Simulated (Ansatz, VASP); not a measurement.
One calculation of KTaO3, two programs

File INCAR:

```
ALGO     = Normal         # electronic algorithm
EDIFF    = 1E-7           # SCF threshold, eV
ENCUT    = 520            # plane-wave cutoff, eV
GGA      = PE             # functional
ISIF     = 2              # what is computed and relaxed
ISMEAR   = -1             # smearing method
LASPH    = T              # aspherical terms in the spheres
LCHARG   = F              # write CHGCAR
LREAL    = F              # projectors in reciprocal space
LWAVE    = F              # write WAVECAR
NBANDS   = 27             # bands
NELM     = 60             # most SCF steps
PREC     = Accurate       # precision mode
SIGMA    = 0.02           # smearing width, eV
```

The input KPOINTS:

```
k-points
0
Gamma
  6 6 6
```

Contents of POSCAR:

```
KTaO3
1.0
    3.9901311030     -0.0299259833      0.0000000000
   -0.0299259833      3.9901311030      0.0000000000
    0.0000000000      0.0000000000      3.9901311030
K Ta O
1 1 3
Direct
    0.0000000000      0.0000000000      0.0000000000
    0.5000000000      0.5000000000      0.5000000000
    0.5000000000      0.5000000000      0.0000000000
    0.5000000000      0.0000000000      0.5000000000
    0.0000000000      0.5000000000      0.5000000000
```

Input for Ansatz:

```yaml
crystal:
  lattice:
    - [3.990131103, -0.0299259833, 0.0]
    - [-0.0299259833, 3.990131103, 0.0]
    - [0.0, 0.0, 3.990131103]
  atoms:
    - { symbol: K, position: [0.0, 0.0, 0.0] }
    - { symbol: Ta, position: [0.5, 0.5, 0.5] }
    - { symbol: O, position: [0.5, 0.5, 0.0] }
    - { symbol: O, position: [0.5, 0.0, 0.5] }
    - { symbol: O, position: [0.0, 0.5, 0.5] }
kpoints:
  mp_grid: { grid: [6, 6, 6] }
  band_path:
    path: [[0.0, 0.0, 0.0], [0.0, 0.5, 0.0], [0.5, 0.5, 0.0], [0.5, 0.5, 0.5]]
    npoints: 1
hamiltonian:
  xc: pbe
scf:
  occupations: { method: fermi_dirac, width: 0.02 }
  n_extra_bands: 5
output:
  forces: true
  stress: true
  eigenvalues: true
  write_density: true
  write_potential: true
  elf: true
  volumetric_format: npy
```

Change from the starting cell: shear_xy strain -1.5%.

Alike in both runs: task single point; functional PBE; k mesh 6 × 6 × 6; occupations fermi-dirac, width 0.02 eV; no spin polarisation.

|  | VASP | Ansatz |
| --- | --- | --- |
| version | VASP 6.6.1 | Ansatz 0.2.0 |
| potentials or method | VASP PAW PBE potentials, release 64 (K_sv, Ta_pv, O) | plane waves, PAW |
| plane-wave cutoff (eV) | 520 | 420 |
| valence electrons in the cell | 38 | 40 |

VASP gave:

```
gap on the k mesh at the Fermi level (eV)                     : 2.14
pressure (GPa)                                                : 5.8
traceless stress, the component that is largest in VASP (GPa) : 1.51
```

Q: Estimate Ansatz's values.

A: gap on the k mesh at the Fermi level (eV): 2.19; pressure (GPa): 5.1; traceless stress, the component that is largest in VASP (GPa): 1.51.

VASP's potentials hold 38 valence electrons a cell and Ansatz's 40, so a difference there can come from the potentials and not from the codes.

Spin-orbit coupling is off throughout.
